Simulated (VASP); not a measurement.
Crystal: LiCl.

```xyz
8
Lattice="-3.8769 0.0220 0.0388 1.9577 -3.4113 -0.0294 -0.1812 0.0534 18.0945" Properties=species:S:1:pos:R:3 pbc="T T T"
Li    0.1143   -2.6894    2.2802
Li   -0.1346   -2.7151   11.2875
Li   -1.9880   -0.5588    6.7945
Li   -2.1176   -0.6682   15.8758
Cl   -1.9770   -2.9789    6.7777
Cl   -2.0211   -2.7949   15.8201
Cl   -0.0745   -0.5626    2.3391
Cl   -0.2029   -0.3756   11.2405
```

```yaml
Program: VASP 6.6.1
Task: relaxation of cell and atoms
Functional: PBE
Potentials_or_basis: VASP PAW PBE potentials, release 64 (Li_sv, Cl)
Cutoff: 600 eV
k_mesh: 4 × 4 × 1
Occupations: gaussian, width 0.1 eV
Spin: no spin polarisation
```

At the start: pressure 1.1 GPa; volume 29.81 Å³/atom.

Question: How do energy, volume and symmetry change on relaxing?

Answer: Over 12 steps the energy falls by 27.3 meV/atom and the volume is 30.59 Å³/atom (+2.6 %); space group P1 (No. 1, to 0.1 Å) before and after.

Step by step:
```tsv
step	energy change (eV)	largest force (eV/Å)	pressure (GPa)	volume (Å³)
1	0.0000	0.6560	1.09	238.50
2	-0.1453	0.3908	0.12	245.54
3	-0.1753	0.2347	-0.44	250.90
4	-0.1995	0.1643	-0.25	248.30
5	-0.2116	0.0515	0.05	244.84
6	-0.2117	0.0552	0.03	244.99
7	-0.2137	0.0454	0.01	245.11
8	-0.2152	0.0691	-0.01	245.35
9	-0.2169	0.0494	-0.02	245.30
10	-0.2177	0.0469	-0.03	245.19
11	-0.2178	0.0354	-0.02	245.22
12	-0.2185	0.0083	0.00	244.76
```

Final structure:
```xyz
8
Lattice="-3.9309 0.0004 0.0539 1.9658 -3.4536 -0.0400 -0.2532 0.0684 18.0335" Properties=species:S:1:pos:R:3 pbc="T T T"
Li    0.0026   -2.7922    2.2998
Li   -0.2243   -2.7049   11.2258
Li   -2.0454   -0.6580    6.7791
Li   -2.1687   -0.6149   15.8100
Cl   -2.0461   -2.9443    6.7598
Cl   -2.1684   -2.8986   15.7916
Cl    0.0025   -0.5077    2.2975
Cl   -0.2256   -0.4187   11.2260
```

Caveat: the k points lie up to 0.46 Å⁻¹ apart in the final cell; the cutoff is under 1.25 times the usual one of these potentials, so pressure, stress and relaxed cells hold a basis-set (Pulay) error.
